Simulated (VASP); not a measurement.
Input of a VASP 6.6.1 run:

The input POSCAR:

```
HfN
1.0
    3.1339080219      0.0000000000      0.0000000000
   -1.5669540110      2.7140439601      0.0000000000
    0.0000000000      0.0000000000      5.4167677200
Hf N
2 2
Direct
    0.3333333333      0.6666666667      0.2500000000
    0.6666666667      0.3333333333      0.7500000000
    0.0000000000      0.0000000000      0.5000000000
    0.0000000000      0.0000000000      0.0000000000
```

INCAR.step1

```
SYSTEM = HfN
PREC = Accurate ; ENCUT = 520
EDIFF = 1E-5 ; ISMEAR = -1
SIGMA = 0.05 ; LREAL = .FALSE.
LASPH = .TRUE. ; NELM = 100
ALGO = Normal ; ISIF = 2
LWAVE = .TRUE. ; LCHARG = .FALSE.
NBANDS = 23 ; GGA = PE
```

The input INCAR.step2:

```
SYSTEM = HfN
PREC = Accurate ; ENCUT = 520
EDIFF = 1E-7 ; ISMEAR = -1
SIGMA = 0.05 ; LREAL = .FALSE.
LASPH = .TRUE. ; NELM = 100
ALGO = Normal ; ISIF = 2
LWAVE = .FALSE. ; LCHARG = .FALSE.
GGA = PE ; LHFCALC = .TRUE.
HFSCREEN = 0.2079 ; PRECFOCK = Normal
NBANDS = 23 ; ISTART = 1
```

Contents of KPOINTS:

```
regular mesh
0
G
  6 6 3
  0 0 0
```

Potentials or basis: VASP PAW PBE potentials, release 64 (Hf_pv, N).

Command:

```console
$ cat potpaw_PBE.64/Hf_pv/POTCAR potpaw_PBE.64/N/POTCAR > POTCAR
$ cp INCAR.step1 INCAR
$ mpirun -np 1 vasp_std > vasp.out
$ cp INCAR.step2 INCAR
$ mpirun -np 1 vasp_std > vasp.out
```

Estimate the pressure.

-3.1 GPa.

Predict the band gap on the k mesh.

zero (bands 15 and 16 overlap by 1.34 eV).

Stress tensor (GPa, compression positive):
```
-2.57  0.00  0.00
 0.00 -2.57  0.00
 0.00  0.00 -4.23
```

Caveat: the k points lie up to 0.39 Å⁻¹ apart, too coarse for converged energies and pressures of a metal; the PAW data sets were made with another functional, which shifts forces and pressure a little; spin-orbit coupling is left out, which moves the levels of the heavy elements.
